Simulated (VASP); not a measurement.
# Al (Im-3m) in VASP: notebook

Runs on Al. Level: LDA. Tasks: single point.

Everything below comes from runs of VASP 6.6.1. Logs are shortened: lines on timing, memory, paths and dates and some standing lists are left out, and cuts for length are marked.

## Step 1: The cell of the first run

Symmetry: Im-3m, No. 229, cubic system. The conventional cell has a = 3.182 Å, b = 3.182 Å, c = 3.182 Å, α = 90.00°, β = 90.00°, γ = 90.00°. Al (site symmetry m-3m) has 14 Al at 2.76 to 3.18 Å within 3.6 Å.

## Step 2: Single point, LDA

INCAR reads:

```
SYSTEM = Al
ALGO = Fast
EDIFF = 1E-6
ENCUT = 520
GGA = CA
ISIF = 2
ISMEAR = 0
LASPH = .True.
LCHARG = .False.
LREAL = .False.
LWAVE = .False.
NBANDS = 8
NELM = 100
PREC = Accurate
SIGMA = 0.15
```

KPOINTS reads:

```
k-points
0
Gamma
  20 20 20
  0 0 0
```

POSCAR reads:

```
Al
1.0
   -1.5912186900      1.5912186900      1.5912186900
    1.5912186900     -1.5912186900      1.5912186900
    1.5912186900      1.5912186900     -1.5912186900
Al
1
Direct
    0.0000000000      0.0000000000      0.0000000000
```

Potentials or basis: VASP PAW LDA potentials, release 64 (Al).

On the command line:

```bash
$ cat potpaw_LDA.64/Al/POTCAR > POTCAR
$ mpirun -np 1 vasp_std > vasp.out
```

OUTCAR:

```text
SYSTEM = Al
   EDIFF = 1E-6
   ENCUT = 520
   GGA = CA
   ISIF = 2
   ISMEAR = 0
   LASPH = .True.
   LREAL = .False.
   NELM = 100
   PREC = Accurate

 ion  position               nearest neighbor table
   1  0.000  0.000  0.000-

  LATTYP: Found a body centered cubic cell.
 ALAT       =     3.1824373800

  Lattice vectors:

 A1 = (  -1.5912186900,   1.5912186900,   1.5912186900)
 A2 = (   1.5912186900,  -1.5912186900,   1.5912186900)
 A3 = (   1.5912186900,   1.5912186900,  -1.5912186900)

Analysis of symmetry for initial positions (statically):
=====================================================================
 Subroutine PRICEL returns:
 Original cell was already a primitive cell.

 Routine SETGRP: Setting up the symmetry group for a
 body centered cubic supercell.

 Subroutine GETGRP returns: Found 48 space group operations
 (whereof 48 operations were pure point group operations)
 out of a pool of 48 trial point group operations.

The static configuration has the point symmetry O_h .

Analysis of symmetry for dynamics (positions and initial velocities):
=====================================================================
 Subroutine PRICEL returns:
 Original cell was already a primitive cell.

 Routine SETGRP: Setting up the symmetry group for a
 body centered cubic supercell.

 Subroutine GETGRP returns: Found 48 space group operations
 (whereof 48 operations were pure point group operations)
 out of a pool of 48 trial point group operations.

The dynamic configuration has the point symmetry O_h .

 Subroutine INISYM returns: Found 48 space group operations
 (whereof 48 operations are pure point group operations),
 and found     1 'primitive' translations

----------------------------------------------------------------------------------------

                                     Primitive cell

  volume of cell :      16.1157

  direct lattice vectors                    reciprocal lattice vectors
    -1.591218690  1.591218690  1.591218690     0.000000000  0.314224565  0.314224565
     1.591218690 -1.591218690  1.591218690     0.314224565  0.000000000  0.314224565
     1.591218690  1.591218690 -1.591218690     0.314224565  0.314224565  0.000000000

  length of vectors
     2.756071617  2.756071617  2.756071617     0.444380641  0.444380641  0.444380641

  position of ions in fractional coordinates (direct lattice)
     0.000000000  0.000000000  0.000000000

  ion indices of the primitive-cell ions
   primitive index   ion index
                 1           1

----------------------------------------------------------------------------------------

 KPOINTS: k-points

Automatic generation of k-mesh.
 Grid dimensions read from file:
 generate k-points for:   20   20   20

 Generating k-lattice:

  Cartesian coordinates                     Fractional coordinates (reciprocal lattice)
     0.000000000  0.015711228  0.015711228     0.050000000  0.000000000  0.000000000
     0.015711228  0.000000000  0.015711228     0.000000000  0.050000000  0.000000000
     0.015711228  0.015711228  0.000000000     0.000000000  0.000000000  0.050000000

  Length of vectors
     0.022219032  0.022219032  0.022219032

  Shift w.r.t. Gamma in fractional coordinates (k-lattice)
     0.000000000  0.000000000  0.000000000

 Subroutine IBZKPT returns following result:
 ===========================================

 Found    256 irreducible k-points:

 Following reciprocal coordinates:
            Coordinates               Weight
  0.000000  0.000000  0.000000      1.000000
  0.050000  0.000000  0.000000     12.000000
  0.100000  0.000000  0.000000     12.000000
  0.150000  0.000000  0.000000     12.000000
  0.200000  0.000000  0.000000     12.000000
  0.250000  0.000000  0.000000     12.000000
[... 16 lines left out ...]
  0.200000  0.100000  0.000000     48.000000
  0.250000  0.100000  0.000000     48.000000
 [... further k-points ...]
   k-points           NKPTS =    256   k-points in BZ     NKDIM =    256   number of bands    NBANDS=      8
   number of dos      NEDOS =    301   number of ions     NIONS =      1
   total plane-waves  NPLWV =   8000
   dimension x,y,z NGX =    20 NGY =   20 NGZ =   20
   dimension x,y,z NGXF=    40 NGYF=   40 NGZF=   40
   ions per type =               1
   NGX,Y,Z   is equivalent  to a cutoff of  12.06, 12.06, 12.06 a.u.
   NGXF,Y,Z  is equivalent  to a cutoff of  24.13, 24.13, 24.13 a.u.
 SYSTEM =  Al
   PREC   = accura    normal or accurate (medium, high low for compatibility)
   ISTART =      0    job   : 0-new  1-cont  2-samecut
   ICHARG =      2    charge: 1-file 2-atom 10-const
   ISPIN  =      1    spin polarized calculation?
   LNONCOLLINEAR =      F non collinear calculations
   LSORBIT =      F    spin-orbit coupling
   LASPH  =      T    aspherical Exc in radial PAW
   ENCUT  =  520.0 eV  38.22 Ry    6.18 a.u.   5.12  5.12  5.12*2*pi/ulx,y,z
   NELM   =    100;   NELMIN=  2; NELMDL= -5     # of ELM steps
   EDIFF  = 0.1E-05   stopping-criterion for ELM
   LREAL  =      F    real-space projection
   EDIFFG = 0.1E-04   stopping-criterion for IOM
   NSW    =      0    number of steps for IOM
   IBRION =     -1    ionic relax: 0-MD 1-quasi-New 2-CG
   NFREE  =      0    steps in history (QN), initial steepest desc. (CG)
   ISIF   =      2    stress and relaxation
   ISYM   =      2    0-nonsym 1-usesym 2-fastsym
   POTIM  = 0.5000    time-step for ionic-motion
   TEBEG  =    0.0;   TEEND  =   0.0 temperature during run
   PSTRESS=    0.0 pullay stress
   NELECT =       3.0000    total number of electrons
   NUPDOWN=      -1.0000    fix difference up-down
   EMIN   =  10.00;   EMAX   =-10.00  energy-range for DOS
   EFERMI =   0.00;   METHOD = LEGACY
   ISMEAR =     0;   SIGMA  =   0.15  broadening in eV -4-tet -1-fermi 0-gaus
   EFERMI_NEDOS =   21; number of points for ismear=-14 and -15
   IALGO  =     68    algorithm
   IMIX   =      4    mixing-type and parameters
     AMIX     =   0.40;   BMIX     =  1.00
     AMIX_MAG =   1.60;   BMIX_MAG =  1.00
  volume/ion in A,a.u.               =      16.12       108.75
  Fermi-wavevector in a.u.,A,eV,Ry     =   0.934757  1.766435 11.888371  0.873771
  Thomas-Fermi vector in A             =   2.061595
   LORBIT       =      0    0 simple, 1 ext, 2 COOP (PROOUT), +10 PAW based schemes
   GGA     = CA    functional components
   LHFCALC =     F    Hartree Fock is set to
   AEXX    =    0.0000 exact exchange contribution
   IVDW    =     0    specifies the selected vdW correction
   LEPSILON=     F    determine dielectric tensor
   LRPA    =     F    only Hartree local field effects (RPA)
 non-spin polarized calculation
 RMM-DIIS sequential band-by-band and
 Gauss-broadening in eV      SIGMA  =   0.15
  energy-cutoff  :      520.00
  volume of cell :       16.12
 maximum number of plane-waves:       466
   NGX = 11   NGY = 11   NGZ = 11

 number of electron       3.0000000 magnetization

 Free energy of the ion-electron system (eV)
  ---------------------------------------------------
  ext. energy  EPLUGINS =         0.00000000
  ---------------------------------------------------
  free energy    TOTEN  =        -4.09289910 eV

  energy without entropy =       -4.08792878  energy(sigma->0) =       -4.09041394

 E-fermi :   8.0473     XC(G=0): -10.4349

 val. band max:        8.0452163031   @ k =  -0.3000   0.5000   0.0500
 cond. band min:       8.0869140414   @ k =  -0.4500   0.5000   0.4000
 fundamental gap:      0.0416977383
 Fermi energy:         8.0472620589

 k-point     1 :       0.0000    0.0000    0.0000
  band No.  band energies     occupation
      1      -3.2204      2.00000
      2      21.3744      0.00000
      3      21.3744      0.00000
      4      21.3744      0.00000
      5      22.8113      0.00000
      6      22.8113      0.00000
      7      22.8113      0.00000
      8      24.5059      0.00000

 k-point     2 :       0.0500    0.0000    0.0000
  band No.  band energies     occupation
      1      -3.1475      2.00000
      2      20.3963      0.00000
      3      20.7751      0.00000
      4      21.0749      0.00000
      5      22.5122      0.00000
      6      23.2471      0.00000
      7      23.5311      0.00000
      8      23.8238      0.00000

 k-point     3 :       0.1000    0.0000    0.0000
  band No.  band energies     occupation
      1      -2.9289      2.00000
      2      18.5377      0.00000
      3      19.8753      0.00000
      4      20.3774      0.00000
      5      21.8296      0.00000
      6      22.9487      0.00000
      7      23.8832      0.00000
      8      24.6408      0.00000

 k-point     4 :       0.1500    0.0000    0.0000
  band No.  band energies     occupation
      1      -2.5654      2.00000
      2      16.4681      0.00000
      3      19.0362      0.00000
      4      19.5610      0.00000
      5      21.0528      0.00000
      6      22.2397      0.00000
      7      24.4884      0.00000
      8      24.8982      0.00000

 k-point     5 :       0.2000    0.0000    0.0000
  band No.  band energies     occupation
      1      -2.0582      2.00000
      2      14.3915      0.00000
      3      18.2998      0.00000
      4      18.7681      0.00000
      5      20.3136      0.00000
      6      21.6017      0.00000
      7      25.1501      0.00000
      8      25.2784      0.00000
[... 177 lines left out ...]
 k-point    22 :       0.1500    0.1000    0.0000
  band No.  band energies     occupation
      1      -1.8413      2.00000
      2      14.5510      0.00000
      3      15.8382      0.00000
      4      18.2974      0.00000
      5      21.5323      0.00000
      6      22.4225      0.00000
      7      24.5553      0.00000
      8      26.0610      0.00000

 k-point    23 :       0.2000    0.1000    0.0000
  band No.  band energies     occupation
      1      -1.1929      2.00000
      2      12.5592      0.00000
      3      15.1321      0.00000
      4      17.6530      0.00000
      5      20.9076      0.00000
      6      22.5525      0.00000
      7      24.5071      0.00000
      8      27.2426      0.00000

 k-point    24 :       0.2500    0.1000    0.0000
  band No.  band energies     occupation
      1      -0.4044      2.00000
      2      10.6504      0.00000
      3      14.5517      0.00000
      4      17.1127      0.00000
      5      20.3701      0.00000
      6      22.4684      0.00000
      7      24.8222      0.00000
      8      28.2794      0.00000

 [... further k-points ...]

------------------------ aborting loop because EDIFF is reached ----------------------------------------

  FORCE on cell =-STRESS in cart. coord.  units (eV):
  Direction    XX          YY          ZZ          XY          YZ          ZX
  --------------------------------------------------------------------------------------
  -------------------------------------------------------------------------------------
  Total        0.0528386      0.0528386      0.0528386      0.0000000      0.0000000      0.0000000
  in kB        5.2530617      5.2530617      5.2530617      0.0000000      0.0000000      0.0000000
  external PRESSURE =       5.2530617 kB  Pullay stress =       0.0000000 kB

 VOLUME and BASIS-vectors are now :
 -----------------------------------------------------------------------------
  energy-cutoff  :      520.00
  volume of cell :       16.12
      direct lattice vectors                 reciprocal lattice vectors
    -1.591218690  1.591218690  1.591218690     0.000000000  0.314224565  0.314224565
     1.591218690 -1.591218690  1.591218690     0.314224565  0.000000000  0.314224565
     1.591218690  1.591218690 -1.591218690     0.314224565  0.314224565  0.000000000

 POSITION                                       TOTAL-FORCE (eV/Angst)
 -----------------------------------------------------------------------------------
      0.00000      0.00000      0.00000         0.000000      0.000000     -0.000000
 -----------------------------------------------------------------------------------
    total drift:                                0.000000      0.000000      0.000000

  FREE ENERGIE OF THE ION-ELECTRON SYSTEM (eV)
  ---------------------------------------------------
  free  energy   TOTEN  =        -4.0928990987 eV

  energy  without entropy=       -4.0879287779  energy(sigma->0) =       -4.09041394
```

Wall time 9.4 s (1 thread of Intel Xeon 6975P-C (Granite Rapids), shared host); peak memory 0.13 GiB.

What came out:

```
Free energy : -4.0929 eV
Pressure    : 0.5 GPa
```

## Step 3: Single point, LDA

INCAR reads:

```
PREC = Accurate
ENCUT = 520
EDIFF = 1E-6
ISMEAR = 0
SIGMA = 0.15
LREAL = False
LASPH = True
NELM = 100
ALGO = Fast
ISIF = 2
LWAVE = False
LCHARG = True
GGA = CA
LELF = True
LVHAR = True
NBANDS = 8
```

KPOINTS reads:

```
regular mesh
0
Gamma
  24 24 24
```

POSCAR is that of step 2.

Potentials or basis: VASP PAW LDA potentials, release 64 (Al).

On the command line:

```bash
$ cat potpaw_LDA.64/Al/POTCAR > POTCAR
$ mpirun -np 1 vasp_std > vasp.out
```

It took 16 s on 1 thread of Intel Xeon 6975P-C (Granite Rapids), shared host; peak memory 0.15 GiB.

Results (log left out):

```yaml
Free_energy: -4.0938 eV
Pressure: 0.5 GPa
```

Levels at points of the mesh, in eV from the Fermi level:
```csv
k point,band 1,band 2,band 3,band 4
"(0.00, 0.00, 0.00)",-11.25,13.34,13.34,13.34
"(0.50, 0.00, 0.00)",-4.36,-3.89,8.23,8.34
"(0.50, 0.50, 0.50)",1.89,1.89,1.89,3.03
```
